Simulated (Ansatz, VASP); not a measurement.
HfB2: VASP beside Ansatz

```
CELL_PARAMETERS angstrom
3.14000 0.00000 0.00000
-1.57000 2.71932 0.00000
0.00000 0.00000 3.58440
ATOMIC_POSITIONS crystal
Hf 0.00000 0.00000 0.00000
B 0.33333 0.66667 0.50000
B 0.66667 0.33333 0.50000
```

Change from the starting cell: zz strain of +3 %, crystal datasets.

Alike in both runs: task electric field gradients; functional PBE; k mesh 13 × 13 × 11; occupations fermi-dirac, width 0.05 eV; no spin polarisation.

|  | VASP | Ansatz |
| --- | --- | --- |
| version | VASP 6.6.1 | Ansatz 0.2.0 |
| potentials or method | VASP PAW PBE potentials, release 64 (Hf_pv, B), cutoff 520 eV | all-electron PAW with datasets made for the crystal, scalar-relativistic |

|  | VASP | Ansatz | Ansatz less VASP |
| --- | --- | --- | --- |
| pressure (GPa) | -5.5 | -5.0 | +0.56 |
| traceless stress, the component that is largest in VASP (GPa) | -5.91 | -5.97 | -0.062 |
| size of Vzz on the site where it differs most (V/Å²) | 82.2 | 117.6 | +35.31 |

Ansatz ran all-electron here, and VASP with PAW potentials.

Neither program's run includes spin-orbit coupling.
